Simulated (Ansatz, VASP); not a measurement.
One calculation of CuAu3, two programs

```
CELL_PARAMETERS angstrom
3.98000 0.00000 0.00000
0.00000 3.98000 0.00000
0.00000 0.00000 3.98000
ATOMIC_POSITIONS crystal
Cu 0.00000 0.00000 0.00000
Au 0.00000 0.50000 0.50000
Au 0.50000 0.00000 0.50000
Au 0.50000 0.50000 0.00000
```

Alike in both runs: task single point; functional r2SCAN; k mesh 10 × 10 × 10; occupations gaussian, width 0.1 eV; no spin polarisation.

|  | VASP | Ansatz |
| --- | --- | --- |
| version | VASP 6.6.1 | Ansatz 0.2.0 |
| potentials or method | VASP PAW PBE potentials, release 64 (Cu, Au), cutoff 520 eV | scalar-relativistic, plane waves, PAW |
| valence electrons in the cell | 44 | 76 |

```tsv
	VASP	Ansatz	Ansatz less VASP
gap on the k mesh at the Fermi level (eV)	none	none	-
pressure (GPa)	4.2	3.8	-0.40
```

VASP's potentials were made for PBE, not for r2SCAN. A gap of «none» marks a metal or a gap that the smearing closes. VASP's potentials hold 44 valence electrons a cell and Ansatz's 76, so a difference there can come from the potentials and not from the codes.

Spin-orbit coupling is off throughout.
